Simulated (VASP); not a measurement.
# Gd2NF3 (P-4m2) in VASP: notebook

Runs on Gd2NF3. Level: PBE. Tasks: single point.

Everything below comes from runs of VASP 6.6.1. Logs are shortened: lines on timing, memory, paths and dates and some standing lists are left out, and cuts for length are marked.

## 1. The cell of the first run

Symmetry: P-4m2, No. 115, tetragonal system. Conventional cell: a = 3.952 Å, b = 3.952 Å, c = 5.678 Å, α = 90.00°, β = 90.00°, γ = 90.00°. Within 3.1 Å of Gd (site symmetry 2mm) lie 2 N at 2.33 Å and 6 F at 2.33 to 2.54 Å. Within 3.1 Å of N (site symmetry -4m2) lie 4 Gd at 2.33 Å and 6 F at 2.79 to 2.84 Å. F (site symmetry -4m2) has 4 Gd at 2.33 Å and 4 N at 2.79 Å and 2 F at 2.84 Å within 3.1 Å. Within 3.4 Å of F (site symmetry -4m2) lie 4 Gd at 2.54 Å and 6 F at 2.79 to 2.84 Å. F (site symmetry -4m2) has 4 Gd at 2.54 Å and 4 F at 2.79 Å and 2 N at 2.84 Å within 3.4 Å.

## 2. Single point, PBE, collinear spin, ferromagnetic start

Contents of INCAR:

```
SYSTEM = Gd2NF3
ALGO     = Normal         ! electronic algorithm
EDIFF    = 1E-6           ! SCF threshold, eV
ENCUT    = 600            ! plane-wave cutoff, eV
GGA      = PE             ! functional
GGA_COMPAT= .False.      
ISIF     = 2              ! what is computed and relaxed
ISMEAR   = 0              ! smearing method
ISPIN    = 2              ! spin polarisation
LASPH    = .True.         ! aspherical terms in the spheres
LCHARG   = .True.         ! write CHGCAR
LELF     = .True.         ! ELF
LMAXMIX  = 6              ! l up to which the mixer works
LORBIT   = 11             ! projections on sites
LREAL    = .False.        ! projectors in reciprocal space
LVHAR    = .True.       
LWAVE    = .False.        ! write WAVECAR
MAGMOM   = 7 7 0 0 0 0    ! initial moments
NBANDS   = 44             ! bands
NELM     = 200            ! most SCF steps
PREC     = Accurate       ! precision mode
SIGMA    = 0.15           ! smearing width, eV
```

Contents of KPOINTS:

```
k-points
0
Gamma
  3 3 2
  0 0 0
```

Contents of POSCAR:

```
Gd2NF3
1.0
    3.9524266190      0.0000000000      0.0000000000
    0.0000000000      3.9524266190      0.0000000000
    0.0000000000      0.0000000000      5.6776983974
Gd N F
2 1 3
Direct
    0.5000000000      0.0000000000      0.7814573760
    0.0000000000      0.5000000000      0.2185426240
    0.0000000000      0.0000000000      0.0000000000
    0.5000000000      0.5000000000      0.0000000000
    0.5000000000      0.5000000000      0.5000000000
    0.0000000000      0.0000000000      0.5000000000
```

Potentials or basis: VASP PAW PBE potentials, release 64 (Gd, N, F).

Run with:

```
cat potpaw_PBE.64/Gd/POTCAR potpaw_PBE.64/N/POTCAR potpaw_PBE.64/F/POTCAR > POTCAR
mpirun -np 1 vasp_std > vasp.out
```

OUTCAR:

```text
SYSTEM = Gd2NF3
   EDIFF = 1E-6
   ENCUT = 600
   GGA = PE
   ISIF = 2
   ISMEAR = 0
   ISPIN = 2
   LASPH = .True.
   LORBIT = 11
   LREAL = .False.
   NELM = 200
   PREC = Accurate

 ion  position               nearest neighbor table
   1  0.500  0.000  0.781-   3 2.33   4 2.33   4 2.33   3 2.33   5 2.54   5 2.54   6 2.54   6 2.54

   2  0.000  0.500  0.219-   3 2.33   4 2.33   3 2.33   4 2.33   5 2.54   6 2.54   6 2.54   5 2.54

   3  0.000  0.000  0.000-   1 2.33   2 2.33   2 2.33   1 2.33
   4  0.500  0.500  0.000-   1 2.33   2 2.33   1 2.33   2 2.33
   5  0.500  0.500  0.500-   1 2.54   2 2.54   1 2.54   2 2.54
   6  0.000  0.000  0.500-   1 2.54   2 2.54   2 2.54   1 2.54

  LATTYP: Found a simple tetragonal cell.
 ALAT       =     3.9524266190
 C/A-ratio  =     1.4365095028

  Lattice vectors:

 A1 = (   3.9524266190,   0.0000000000,   0.0000000000)
 A2 = (   0.0000000000,   3.9524266190,   0.0000000000)
 A3 = (   0.0000000000,   0.0000000000,   5.6776983974)

Analysis of symmetry for initial positions (statically):
=====================================================================
 Subroutine PRICEL returns:
 Original cell was already a primitive cell.

 Routine SETGRP: Setting up the symmetry group for a
 simple tetragonal supercell.

 Subroutine GETGRP returns: Found  8 space group operations
 (whereof  8 operations were pure point group operations)
 out of a pool of 16 trial point group operations.

The static configuration has the point symmetry D_2d.

Analysis of symmetry for dynamics (positions and initial velocities):
=====================================================================
 Subroutine PRICEL returns:
 Original cell was already a primitive cell.

 Routine SETGRP: Setting up the symmetry group for a
 simple tetragonal supercell.

 Subroutine GETGRP returns: Found  8 space group operations
 (whereof  8 operations were pure point group operations)
 out of a pool of 16 trial point group operations.

The dynamic configuration has the point symmetry D_2d.

Analysis of structural, dynamic, and magnetic symmetry:
=====================================================================
 Subroutine PRICEL returns:
 Original cell was already a primitive cell.

 Routine SETGRP: Setting up the symmetry group for a
 simple tetragonal supercell.

 Subroutine GETGRP returns: Found  8 space group operations
 (whereof  8 operations were pure point group operations)
 out of a pool of 16 trial point group operations.

The overall configuration has the point symmetry D_2d.

 Subroutine INISYM returns: Found  8 space group operations
 (whereof  8 operations are pure point group operations),
 and found     1 'primitive' translations

----------------------------------------------------------------------------------------

                                     Primitive cell

  volume of cell :      88.6952

  direct lattice vectors                    reciprocal lattice vectors
     3.952426619  0.000000000  0.000000000     0.253009125  0.000000000  0.000000000
     0.000000000  3.952426619  0.000000000     0.000000000  0.253009125  0.000000000
     0.000000000  0.000000000  5.677698397     0.000000000  0.000000000  0.176127707

  length of vectors
     3.952426619  3.952426619  5.677698397     0.253009125  0.253009125  0.176127707

  position of ions in fractional coordinates (direct lattice)
     0.500000000  0.000000000  0.781457376
     0.000000000  0.500000000  0.218542624
     0.000000000  0.000000000  0.000000000
     0.500000000  0.500000000  0.000000000
     0.500000000  0.500000000  0.500000000
     0.000000000  0.000000000  0.500000000

  ion indices of the primitive-cell ions
   primitive index   ion index
                 1           1
                 2           2
                 3           3
                 4           4
                 5           5
                 6           6

----------------------------------------------------------------------------------------

 KPOINTS: k-points

Automatic generation of k-mesh.
 Grid dimensions read from file:
 generate k-points for:    3    3    2

 Generating k-lattice:

  Cartesian coordinates                     Fractional coordinates (reciprocal lattice)
     0.084336375  0.000000000  0.000000000     0.333333333  0.000000000  0.000000000
     0.000000000  0.084336375  0.000000000     0.000000000  0.333333333  0.000000000
     0.000000000  0.000000000  0.088063854     0.000000000  0.000000000  0.500000000

  Length of vectors
     0.084336375  0.084336375  0.088063854

  Shift w.r.t. Gamma in fractional coordinates (k-lattice)
     0.000000000  0.000000000  0.000000000

 Subroutine IBZKPT returns following result:
 ===========================================

 Found      6 irreducible k-points:

 Following reciprocal coordinates:
            Coordinates               Weight
  0.000000  0.000000  0.000000      1.000000
  0.333333  0.000000  0.000000      4.000000
  0.333333  0.333333  0.000000      4.000000
  0.000000  0.000000  0.500000      1.000000
  0.333333  0.000000  0.500000      4.000000
  0.333333  0.333333  0.500000      4.000000
   k-points           NKPTS =      6   k-points in BZ     NKDIM =      6   number of bands    NBANDS=     44
   number of dos      NEDOS =    301   number of ions     NIONS =      6
   total plane-waves  NPLWV =  49152
   dimension x,y,z NGX =    32 NGY =   32 NGZ =   48
   dimension x,y,z NGXF=    64 NGYF=   64 NGZF=   96
   ions per type =               2   1   3
   NGX,Y,Z   is equivalent  to a cutoff of  13.46, 13.46, 14.05 a.u.
   NGXF,Y,Z  is equivalent  to a cutoff of  26.92, 26.92, 28.11 a.u.
 SYSTEM =  Gd2NF3
   PREC   = accura    normal or accurate (medium, high low for compatibility)
   ISTART =      0    job   : 0-new  1-cont  2-samecut
   ICHARG =      2    charge: 1-file 2-atom 10-const
   ISPIN  =      2    spin polarized calculation?
   LNONCOLLINEAR =      F non collinear calculations
   LSORBIT =      F    spin-orbit coupling
   LASPH  =      T    aspherical Exc in radial PAW
   ENCUT  =  600.0 eV  44.10 Ry    6.64 a.u.   7.89  7.89 11.34*2*pi/ulx,y,z
   NELM   =    200;   NELMIN=  2; NELMDL= -5     # of ELM steps
   EDIFF  = 0.1E-05   stopping-criterion for ELM
   LREAL  =      F    real-space projection
   EDIFFG = 0.1E-04   stopping-criterion for IOM
   NSW    =      0    number of steps for IOM
   IBRION =     -1    ionic relax: 0-MD 1-quasi-New 2-CG
   NFREE  =      0    steps in history (QN), initial steepest desc. (CG)
   ISIF   =      2    stress and relaxation
   ISYM   =      2    0-nonsym 1-usesym 2-fastsym
   POTIM  = 0.5000    time-step for ionic-motion
   TEBEG  =    0.0;   TEEND  =   0.0 temperature during run
   PSTRESS=    0.0 pullay stress
   NELECT =      62.0000    total number of electrons
   NUPDOWN=      -1.0000    fix difference up-down
   EMIN   =  10.00;   EMAX   =-10.00  energy-range for DOS
   EFERMI =   0.00;   METHOD = LEGACY
   ISMEAR =     0;   SIGMA  =   0.15  broadening in eV -4-tet -1-fermi 0-gaus
   EFERMI_NEDOS =   21; number of points for ismear=-14 and -15
   IALGO  =     38    algorithm
   IMIX   =      4    mixing-type and parameters
     AMIX     =   0.40;   BMIX     =  1.00
     AMIX_MAG =   1.60;   BMIX_MAG =  1.00
  volume/ion in A,a.u.               =      14.78        99.76
  Fermi-wavevector in a.u.,A,eV,Ry     =   1.452910  2.745602 28.721188  2.110948
  Thomas-Fermi vector in A             =   2.570238
   LORBIT       =     11    0 simple, 1 ext, 2 COOP (PROOUT), +10 PAW based schemes
   GGA     = PE    functional components
   LHFCALC =     F    Hartree Fock is set to
   AEXX    =    0.0000 exact exchange contribution
   IVDW    =     0    specifies the selected vdW correction
   LEPSILON=     F    determine dielectric tensor
   LRPA    =     F    only Hartree local field effects (RPA)
 spin polarized calculation
 Gauss-broadening in eV      SIGMA  =   0.15
  energy-cutoff  :      600.00
  volume of cell :       88.70
 maximum number of plane-waves:      2976
 NGX is ok and might be reduce to    32
   NGX = 15   NGY = 15   NGZ = 23

 number of electron      61.9999983 magnetization      13.9999285

 Free energy of the ion-electron system (eV)
  ---------------------------------------------------
  ext. energy  EPLUGINS =         0.00000000
  ---------------------------------------------------
  free energy    TOTEN  =       -56.26917681 eV

  energy without entropy =      -56.26917681  energy(sigma->0) =      -56.26917681

 E-fermi :   3.4080     XC(G=0): -10.4268

 val. band max:        2.7462749169   @ k =   0.3333   0.3333   0.0000
 cond. band min:       4.5824658689   @ k =   0.3333   0.0000   0.5000
 fundamental gap:      1.8361909520
 Fermi energy:         3.4079696495

 spin component 1

 k-point     1 :       0.0000    0.0000    0.0000
  band No.  band energies     occupation
      1     -41.2102      1.00000
      2     -41.1646      1.00000
      3     -22.5483      1.00000
      4     -21.4446      1.00000
      5     -20.4304      1.00000
      6     -18.7807      1.00000
[... 35 lines left out ...]
     42       6.8756      0.00000
     43       8.3450      0.00000
[... 188 lines left out ...]
      2     -41.1690      1.00000
      3     -22.7960      1.00000
      4     -21.4313      1.00000
      5     -20.7248      1.00000
      6     -18.8162      1.00000
[... 35 lines left out ...]
     42       7.7012      0.00000
     43       8.0647      0.00000
 Fermi energy:         3.4079696495

 spin component 2

 k-point     1 :       0.0000    0.0000    0.0000
  band No.  band energies     occupation
      1     -38.1234      1.00000
      2     -38.0579      1.00000
      3     -22.4201      1.00000
      4     -21.3615      1.00000
      5     -20.3878      1.00000
      6     -16.6870      1.00000
[... 35 lines left out ...]
     42       7.7199      0.00000
     43       9.2352      0.00000
[... 188 lines left out ...]
      2     -38.0641      1.00000
      3     -22.6254      1.00000
      4     -21.3269      1.00000
      5     -20.5743      1.00000
      6     -16.8131      1.00000
[... 35 lines left out ...]
     42       8.5459      0.00000
     43       8.8793      0.00000
 [bands above 43 left out]

------------------------ aborting loop because EDIFF is reached ----------------------------------------

  FORCE on cell =-STRESS in cart. coord.  units (eV):
  Direction    XX          YY          ZZ          XY          YZ          ZX
  --------------------------------------------------------------------------------------
  -------------------------------------------------------------------------------------
  Total       -0.2906553     -0.2906553     -0.2580749      0.0000000      0.0000000      0.0000000
  in kB       -5.2503569     -5.2503569     -4.6618304      0.0000000      0.0000000      0.0000000
  external PRESSURE =      -5.0541814 kB  Pullay stress =       0.0000000 kB

 VOLUME and BASIS-vectors are now :
 -----------------------------------------------------------------------------
  energy-cutoff  :      600.00
  volume of cell :       88.70
      direct lattice vectors                 reciprocal lattice vectors
     3.952426619  0.000000000  0.000000000     0.253009125  0.000000000  0.000000000
     0.000000000  3.952426619  0.000000000     0.000000000  0.253009125  0.000000000
     0.000000000  0.000000000  5.677698397     0.000000000  0.000000000  0.176127707

 POSITION                                       TOTAL-FORCE (eV/Angst)
 -----------------------------------------------------------------------------------
      1.97621      0.00000      4.43688        -0.000000      0.000000     -0.009652
      0.00000      1.97621      1.24082         0.000000     -0.000000      0.009652
      0.00000      0.00000      0.00000         0.000000     -0.000000      0.000000
      1.97621      1.97621      0.00000         0.000000      0.000000      0.000000
      1.97621      1.97621      2.83885         0.000000     -0.000000      0.000000
      0.00000      0.00000      2.83885         0.000000     -0.000000      0.000000
 -----------------------------------------------------------------------------------
    total drift:                                0.000000      0.000000     -0.000000

  FREE ENERGIE OF THE ION-ELECTRON SYSTEM (eV)
  ---------------------------------------------------
  free  energy   TOTEN  =       -56.2691768131 eV

  energy  without entropy=      -56.2691768131  energy(sigma->0) =      -56.26917681

 total charge

# of ion       s       p       d       f       tot
--------------------------------------------------
    1        2.020   5.645   0.440   7.061  15.166
    2        2.020   5.645   0.440   7.061  15.166
    3        1.251   2.421   0.000   0.000   3.672
    4        1.736   4.407   0.000   0.000   6.143
    5        1.729   4.369   0.000   0.000   6.097
    6        1.732   4.365   0.000   0.000   6.097
--------------------------------------------------
tot         10.488  26.850   0.880  14.122  52.341

 magnetization (x)

# of ion       s       p       d       f       tot
--------------------------------------------------
    1       -0.007  -0.085   0.046   6.803   6.757
    2       -0.007  -0.085   0.046   6.803   6.757
    3       -0.003   0.023   0.000   0.000   0.019
    4        0.000   0.006   0.000   0.000   0.007
    5       -0.000  -0.002   0.000   0.000  -0.002
    6        0.001   0.011   0.000   0.000   0.012
--------------------------------------------------
tot         -0.016  -0.133   0.092  13.607  13.550
```

Wall time 8.5 min (1 thread of Intel Xeon Platinum 8488C (Sapphire Rapids), shared host); peak memory 0.28 GiB.

What came out:

| Property | Result |
| --- | --- |
| Free energy | -56.2692 eV |
| Pressure | -0.5 GPa |
| Largest force | 0.010 eV/Å |
| Band gap on the k mesh | 1.84 eV (least direct gap 1.84 eV) |
| Net moment | 14.00 μB per cell |
| Site moments | Gd +6.76; N +0.02; F +0.01, -0.00 (each value once) μB |
| Valence electrons inside the program's atomic spheres | Gd 15.17; N 3.67; F 6.14, 6.10 (each value once) |

Forces in eV/Å, atoms in the order of the input:
```
Gd   0.000  0.000 -0.010
Gd   0.000  0.000  0.010
N    0.000  0.000  0.000
F    0.000  0.000  0.000
F    0.000  0.000  0.000
F    0.000  0.000  0.000
```

Levels at points of the mesh, in eV from the valence-band top:
Spin up:
```tsv
k point	band 36	band 37	band 38	band 39	band 40	band 41
(0.00, 0.00, 0.00)	-0.88	-0.42	-0.42	2.74	3.63	4.02
(0.00, 0.00, 0.50)	-1.83	-0.37	-0.37	3.68	4.07	4.31
```
Spin down:
| k point | band 20 | band 21 | band 22 | band 23 | band 24 | band 25 | band 26 | band 27 | band 28 | band 29 |
| --- | --- | --- | --- | --- | --- | --- | --- | --- | --- | --- |
| (0.00, 0.00, 0.00) | -4.31 | -4.31 | -1.04 | -0.55 | -0.55 | 1.89 | 1.93 | 1.95 | 1.95 | 1.99 |
| (0.00, 0.00, 0.50) | -4.31 | -4.31 | -1.79 | -0.49 | -0.49 | 1.92 | 1.95 | 1.96 | 1.96 | 1.97 |

Caveat: the k points lie up to 0.55 Å⁻¹ apart; spin-orbit coupling is left out, which moves the levels of the heavy elements; an odd mesh through Γ misses points on the zone boundary, where band edges can lie; semilocal functionals describe open f shells poorly, which spoils levels, moments and volumes.

## 3. Single point, PBE, collinear spin, ferromagnetic start

This run uses another cell than the first one, of 14.82 Å³/atom.

Contents of INCAR:

```
SYSTEM = Gd2NF3
PREC     = Accurate       ! precision mode
ENCUT    = 600            ! plane-wave cutoff, eV
EDIFF    = 1E-6           ! SCF threshold, eV
ISMEAR   = 0              ! smearing method
SIGMA    = 0.15           ! smearing width, eV
LREAL    = .False.        ! projectors in reciprocal space
LASPH    = .True.         ! aspherical terms in the spheres
NELM     = 200            ! most SCF steps
ALGO     = Normal         ! electronic algorithm
ISIF     = 2              ! what is computed and relaxed
LWAVE    = .False.        ! write WAVECAR
LCHARG   = .True.         ! write CHGCAR
ISPIN    = 2              ! spin polarisation
MAGMOM   = 7 7 0 0 0 0    ! initial moments
LORBIT   = 11             ! projections on sites
LMAXMIX  = 6              ! l up to which the mixer works
GGA      = PE             ! functional
LELF     = .True.         ! ELF
LVHAR    = .True.       
NBANDS   = 44             ! bands
GGA_COMPAT= .False.
```

Contents of KPOINTS:

```
regular mesh
0
Gamma
  3 3 2
  0 0 0
```

Contents of POSCAR:

```
Gd2NF3
1.0
    3.9548952318      0.0000000000      0.0000000000
    0.0000000000      3.9548952318      0.0000000000
    0.0000000000      0.0000000000      5.6845234243
Gd N F
2 1 3
Direct
    0.0000000000      0.5000000000      0.2815982893
    0.5000000000      0.0000000000      0.7184017107
    0.0000000000      0.0000000000      0.5000000000
    0.5000000000      0.5000000000      0.0000000000
    0.0000000000      0.0000000000      0.0000000000
    0.5000000000      0.5000000000      0.5000000000
```

Potentials or basis: VASP PAW PBE potentials, release 64 (Gd, N, F).

Run with:

```
cat potpaw_PBE.64/Gd/POTCAR potpaw_PBE.64/N/POTCAR potpaw_PBE.64/F/POTCAR > POTCAR
mpirun -np 1 vasp_std > vasp.out
```

Run time: 13 min. Hardware: 1 thread of Intel Xeon Platinum 8488C (Sapphire Rapids), shared host; peak memory 0.28 GiB.

Results (log left out):

```
Free energy                                           : -56.2693 eV
Pressure                                              : -0.6 GPa
Largest force                                         : 0.010 eV/Å
Band gap on the k mesh                                : 1.83 eV (least direct gap 1.84 eV)
Net moment                                            : 14.00 μB per cell
Site moments                                          : Gd +6.76; N +0.02; F -0.00, +0.01 (each value once) μB
Valence electrons inside the program's atomic spheres : Gd 15.16; N 3.67; F 6.10, 6.14 (each value once)
```

Forces in eV/Å, atoms in the order of the input:
```
Gd   0.000  0.000 -0.010
Gd   0.000  0.000  0.010
N    0.000  0.000  0.000
F    0.000  0.000  0.000
F    0.000  0.000  0.000
F    0.000  0.000  0.000
```

Levels at points of the mesh, in eV from the valence-band top:
Spin up:
| k point | band 36 | band 37 | band 38 | band 39 | band 40 | band 41 |
| --- | --- | --- | --- | --- | --- | --- |
| (0.00, 0.00, 0.00) | -0.88 | -0.42 | -0.42 | 2.73 | 3.63 | 4.02 |
| (0.00, 0.00, 0.50) | -1.82 | -0.37 | -0.37 | 3.68 | 4.06 | 4.31 |
Spin down:
| k point | band 22 | band 23 | band 24 | band 25 | band 26 | band 27 |
| --- | --- | --- | --- | --- | --- | --- |
| (0.00, 0.00, 0.00) | -1.04 | -0.54 | -0.54 | 1.89 | 1.92 | 1.95 |
| (0.00, 0.00, 0.50) | -1.78 | -0.49 | -0.49 | 1.92 | 1.94 | 1.95 |

Caveat: the k points lie up to 0.55 Å⁻¹ apart; spin-orbit coupling is left out, which moves the levels of the heavy elements; an odd mesh through Γ misses points on the zone boundary, where band edges can lie; semilocal functionals describe open f shells poorly, which spoils levels, moments and volumes. The state reached can hang on the start; a lower one may exist.

(Part 1 of 2 ends here.)
